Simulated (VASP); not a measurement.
# C (R-3m) in VASP: settings compared

C is run at these levels: LDA, PBE+D3(BJ); tasks: single point.

All numbers are computed with VASP 6.6.1; they aren't measurements. Logs are shortened: lines on timing, memory, paths and dates and some standing lists are left out, and cuts for length are marked.

### Step 1. The cell of the first run

Symmetry: R-3m, No. 166, trigonal system. Conventional cell: a = 2.456 Å, b = 2.456 Å, c = 10.041 Å, α = 90.00°, β = 90.00°, γ = 120.00°. C (site symmetry 3m) has 3 C at 1.42 Å within 1.9 Å.

### Step 2. Single point, LDA

The input, INCAR:

```
PREC = Accurate
ENCUT = 520
EDIFF = 1E-6
ISMEAR = -1
SIGMA = 0.03
LREAL = F
LASPH = T
NELM = 80
ALGO = Normal
ISIF = 2
LWAVE = F
LCHARG = F
NBANDS = 11
```

The input, KPOINTS:

```
Automatic mesh
0
Gamma
  17 17 17
```

The input, POSCAR:

```
C
1.0
    1.2280263465      0.7090013417      3.3470108394
   -1.2280263465      0.7090013417      3.3470108394
    0.0000000000     -1.4180026834      3.3470108394
C
2
Direct
    0.1640000000      0.1640000000      0.1640000000
    0.8360000000      0.8360000000      0.8360000000
```

Potentials or basis: VASP PAW LDA potentials, release 64 (C).

Run with:

```sh
$ cat potpaw_LDA.64/C/POTCAR > POTCAR
$ mpirun -np 1 vasp_std > vasp.out
```

OUTCAR:

```text
PREC = Accurate
   ENCUT = 520
   EDIFF = 1E-6
   ISMEAR = -1
   LREAL = F
   LASPH = T
   NELM = 80
   ISIF = 2

 ion  position               nearest neighbor table
   1  0.164  0.164  0.164-   2 1.42   2 1.42   2 1.42
   2  0.836  0.836  0.836-   1 1.42   1 1.42   1 1.42

  LATTYP: Found a trigonal (rhomboedric) cell.
 ALAT       =     3.6349983727
 COS(alpha) =     0.7717362630

  Lattice vectors:

 A1 = (   1.2280263465,   0.7090013417,   3.3470108394)
 A2 = (  -1.2280263465,   0.7090013417,   3.3470108394)
 A3 = (   0.0000000000,  -1.4180026834,   3.3470108394)

Analysis of symmetry for initial positions (statically):
=====================================================================
 Subroutine PRICEL returns:
 Original cell was already a primitive cell.

 Routine SETGRP: Setting up the symmetry group for a
 trigonal (rhombohedral) supercell.

 Subroutine GETGRP returns: Found 12 space group operations
 (whereof 12 operations were pure point group operations)
 out of a pool of 12 trial point group operations.

The static configuration has the point symmetry D_3d.

Analysis of symmetry for dynamics (positions and initial velocities):
=====================================================================
 Subroutine PRICEL returns:
 Original cell was already a primitive cell.

 Routine SETGRP: Setting up the symmetry group for a
 trigonal (rhombohedral) supercell.

 Subroutine GETGRP returns: Found 12 space group operations
 (whereof 12 operations were pure point group operations)
 out of a pool of 12 trial point group operations.

The dynamic configuration has the point symmetry D_3d.

 Subroutine INISYM returns: Found 12 space group operations
 (whereof 12 operations are pure point group operations),
 and found     1 'primitive' translations

----------------------------------------------------------------------------------------

                                     Primitive cell

  volume of cell :      17.4849

  direct lattice vectors                    reciprocal lattice vectors
     1.228026347  0.709001342  3.347010839     0.407157388  0.235072428  0.099591352
    -1.228026347  0.709001342  3.347010839    -0.407157388  0.235072428  0.099591352
     0.000000000 -1.418002683  3.347010839     0.000000000 -0.470144855  0.099591352

  length of vectors
     3.634998373  3.634998373  3.634998373     0.480577384  0.480577384  0.480577384

  position of ions in fractional coordinates (direct lattice)
     0.164000000  0.164000000  0.164000000
     0.836000000  0.836000000  0.836000000

  ion indices of the primitive-cell ions
   primitive index   ion index
                 1           1
                 2           2

----------------------------------------------------------------------------------------

 KPOINTS: Automatic mesh

Automatic generation of k-mesh.
 Grid dimensions read from file:
 generate k-points for:   17   17   17

 Generating k-lattice:

  Cartesian coordinates                     Fractional coordinates (reciprocal lattice)
     0.023950435  0.013827790  0.005858315     0.058823529  0.000000000  0.000000000
    -0.023950435  0.013827790  0.005858315     0.000000000  0.058823529  0.000000000
     0.000000000 -0.027655580  0.005858315     0.000000000  0.000000000  0.058823529

  Length of vectors
     0.028269258  0.028269258  0.028269258

  Shift w.r.t. Gamma in fractional coordinates (k-lattice)
     0.000000000  0.000000000  0.000000000

 Subroutine IBZKPT returns following result:
 ===========================================

 Found    489 irreducible k-points:

 Following reciprocal coordinates:
            Coordinates               Weight
  0.000000  0.000000  0.000000      1.000000
  0.058824  0.000000  0.000000      6.000000
  0.117647  0.000000  0.000000      6.000000
  0.176471 -0.000000  0.000000      6.000000
  0.235294  0.000000  0.000000      6.000000
  0.294118 -0.000000  0.000000      6.000000
[... 16 lines left out ...]
 -0.176471  0.058824  0.000000     12.000000
 -0.117647  0.058824 -0.000000     12.000000
 [... further k-points ...]
   k-points           NKPTS =    489   k-points in BZ     NKDIM =    489   number of bands    NBANDS=     11
   number of dos      NEDOS =    301   number of ions     NIONS =      2
   total plane-waves  NPLWV =  21952
   dimension x,y,z NGX =    28 NGY =   28 NGZ =   28
   dimension x,y,z NGXF=    56 NGYF=   56 NGZF=   56
   ions per type =               2
   NGX,Y,Z   is equivalent  to a cutoff of  12.81, 12.81, 12.81 a.u.
   NGXF,Y,Z  is equivalent  to a cutoff of  25.61, 25.61, 25.61 a.u.
 SYSTEM =  unknown system
   PREC   = accura    normal or accurate (medium, high low for compatibility)
   ISTART =      0    job   : 0-new  1-cont  2-samecut
   ICHARG =      2    charge: 1-file 2-atom 10-const
   ISPIN  =      1    spin polarized calculation?
   LNONCOLLINEAR =      F non collinear calculations
   LSORBIT =      F    spin-orbit coupling
   LASPH  =      T    aspherical Exc in radial PAW
   ENCUT  =  520.0 eV  38.22 Ry    6.18 a.u.   6.76  6.76  6.76*2*pi/ulx,y,z
   NELM   =     80;   NELMIN=  2; NELMDL= -5     # of ELM steps
   EDIFF  = 0.1E-05   stopping-criterion for ELM
   LREAL  =      F    real-space projection
   EDIFFG = 0.1E-04   stopping-criterion for IOM
   NSW    =      0    number of steps for IOM
   IBRION =     -1    ionic relax: 0-MD 1-quasi-New 2-CG
   NFREE  =      0    steps in history (QN), initial steepest desc. (CG)
   ISIF   =      2    stress and relaxation
   ISYM   =      2    0-nonsym 1-usesym 2-fastsym
   POTIM  = 0.5000    time-step for ionic-motion
   TEBEG  =    0.0;   TEEND  =   0.0 temperature during run
   PSTRESS=    0.0 pullay stress
   NELECT =       8.0000    total number of electrons
   NUPDOWN=      -1.0000    fix difference up-down
   EMIN   =  10.00;   EMAX   =-10.00  energy-range for DOS
   EFERMI =   0.00;   METHOD = LEGACY
   ISMEAR =    -1;   SIGMA  =   0.03  broadening in eV -4-tet -1-fermi 0-gaus
   EFERMI_NEDOS =   21; number of points for ismear=-14 and -15
   IALGO  =     38    algorithm
   IMIX   =      4    mixing-type and parameters
     AMIX     =   0.40;   BMIX     =  1.00
     AMIX_MAG =   1.60;   BMIX_MAG =  1.00
  volume/ion in A,a.u.               =       8.74        59.00
  Fermi-wavevector in a.u.,A,eV,Ry     =   1.261490  2.383870 21.651724  1.591357
  Thomas-Fermi vector in A             =   2.394946
   LORBIT       =      0    0 simple, 1 ext, 2 COOP (PROOUT), +10 PAW based schemes
   GGA     = CA    functional components
   LHFCALC =     F    Hartree Fock is set to
   AEXX    =    0.0000 exact exchange contribution
   IVDW    =     0    specifies the selected vdW correction
   LEPSILON=     F    determine dielectric tensor
   LRPA    =     F    only Hartree local field effects (RPA)
 non-spin polarized calculation
  energy-cutoff  :      520.00
  volume of cell :       17.48
 maximum number of plane-waves:       484
   NGX = 13   NGY = 13   NGZ = 13

 number of electron       8.0000000 magnetization

 Free energy of the ion-electron system (eV)
  ---------------------------------------------------
  ext. energy  EPLUGINS =         0.00000000
  ---------------------------------------------------
  free energy    TOTEN  =       -20.19875042 eV

  energy without entropy =      -20.19874584  energy(sigma->0) =      -20.19874813

 E-fermi :   4.6885     XC(G=0): -10.7939

 val. band max:        4.5042909702   @ k =  -0.1765   0.4706   0.1176
 cond. band min:       4.8728085274   @ k =  -0.1765   0.4706   0.1176
 fundamental gap:      0.3685175572
 Fermi energy:         4.6884702836

 k-point     1 :       0.0000    0.0000    0.0000
  band No.  band energies     occupation
      1     -14.8768      2.00000
      2      -1.9397      2.00000
      3       1.6817      2.00000
      4       1.6817      2.00000
      5       8.4385      0.00000
      6      13.0331      0.00000
      7      13.0331      0.00000
      8      16.0683      0.00000
      9      17.8342      0.00000
     10      27.1826      0.00000
     11      30.0716      0.00000

 k-point     2 :       0.0588    0.0000    0.0000
  band No.  band energies     occupation
      1     -14.7927      2.00000
      2      -1.8552      2.00000
      3       1.3563      2.00000
      4       1.5064      2.00000
      5       8.5558      0.00000
      6      13.0819      0.00000
      7      13.3864      0.00000
      8      15.7812      0.00000
      9      17.9659      0.00000
     10      27.4502      0.00000
     11      29.4442      0.00000

 k-point     3 :       0.1176    0.0000    0.0000
  band No.  band energies     occupation
      1     -14.5415      2.00000
      2      -1.6029      2.00000
      3       0.4675      2.00000
      4       1.0468      2.00000
      5       8.9057      0.00000
      6      13.1449      0.00000
      7      14.3733      0.00000
      8      14.9844      0.00000
      9      18.3820      0.00000
     10      27.7114      0.00000
     11      28.2066      0.00000

 k-point     4 :       0.1765   -0.0000    0.0000
  band No.  band energies     occupation
      1     -14.1246      2.00000
      2      -1.1979      2.00000
      3      -0.7863      2.00000
      4       0.4414      2.00000
      5       9.4732      0.00000
      6      13.0852      0.00000
      7      13.8477      0.00000
      8      15.8382      0.00000
      9      19.0646      0.00000
     10      25.9201      0.00000
     11      28.3453      0.00000
[... 239 lines left out ...]
 k-point    22 :      -0.2353    0.0588    0.0000
  band No.  band energies     occupation
      1     -13.1459      2.00000
      2      -3.0403      2.00000
      3      -0.7317      2.00000
      4      -0.0844      2.00000
      5      10.3186      0.00000
      6      11.7125      0.00000
      7      13.3034      0.00000
      8      18.0530      0.00000
      9      20.5799      0.00000
     10      23.1979      0.00000
     11      27.3227      0.00000

 k-point    23 :      -0.1765    0.0588    0.0000
  band No.  band energies     occupation
      1     -13.8024      2.00000
      2      -1.5630      2.00000
      3      -0.7544      2.00000
      4      -0.1073      2.00000
      5       9.7494      0.00000
      6      12.8253      0.00000
      7      13.4965      0.00000
      8      16.4119      0.00000
      9      19.7867      0.00000
     10      24.3454      0.00000
     11      28.4090      0.00000

 k-point    24 :      -0.1176    0.0588   -0.0000
  band No.  band energies     occupation
      1     -14.2978      2.00000
      2      -1.2968      2.00000
      3      -0.2230      2.00000
      4       0.5556      2.00000
      5       9.1387      0.00000
      6      13.3297      0.00000
      7      14.2709      0.00000
      8      14.9958      0.00000
      9      18.8910      0.00000
     10      26.0803      0.00000
     11      28.7458      0.00000

 [... further k-points ...]

------------------------ aborting loop because EDIFF is reached ----------------------------------------

  FORCE on cell =-STRESS in cart. coord.  units (eV):
  Direction    XX          YY          ZZ          XY          YZ          ZX
  --------------------------------------------------------------------------------------
  -------------------------------------------------------------------------------------
  Total       -0.4946230     -0.4946230     -0.0915166      0.0000000     -0.0000000      0.0000000
  in kB      -45.3233235    -45.3233235     -8.3858518      0.0000000     -0.0000000      0.0000000
  external PRESSURE =     -33.0108330 kB  Pullay stress =       0.0000000 kB

 VOLUME and BASIS-vectors are now :
 -----------------------------------------------------------------------------
  energy-cutoff  :      520.00
  volume of cell :       17.48
      direct lattice vectors                 reciprocal lattice vectors
     1.228026347  0.709001342  3.347010839     0.407157388  0.235072428  0.099591352
    -1.228026347  0.709001342  3.347010839    -0.407157388  0.235072428  0.099591352
     0.000000000 -1.418002683  3.347010839     0.000000000 -0.470144855  0.099591352

 POSITION                                       TOTAL-FORCE (eV/Angst)
 -----------------------------------------------------------------------------------
      0.00000      0.00000      1.64673         0.000000      0.000000      0.904876
      0.00000      0.00000      8.39430         0.000000      0.000000     -0.904876
 -----------------------------------------------------------------------------------
    total drift:                                0.000000     -0.000000      0.000000

  FREE ENERGIE OF THE ION-ELECTRON SYSTEM (eV)
  ---------------------------------------------------
  free  energy   TOTEN  =       -20.1987504217 eV

  energy  without entropy=      -20.1987458438  energy(sigma->0) =      -20.19874813
```

Wall time 1.8 min (1 thread of Intel Xeon Platinum 8375C at 2.90GHz (Ice Lake), shared host); peak memory 0.19 GiB.

Results:

| Item | Value |
| --- | --- |
| Free energy | -20.1988 eV |
| Pressure | -3.3 GPa |
| Largest force | 0.905 eV/Å |

Forces in eV/Å, atoms in the order of the input:
```
C    0.000  0.000  0.905
C    0.000  0.000 -0.905
```

Caveat: the cell stands under tension.

(Part 1 of 2 ends here.)
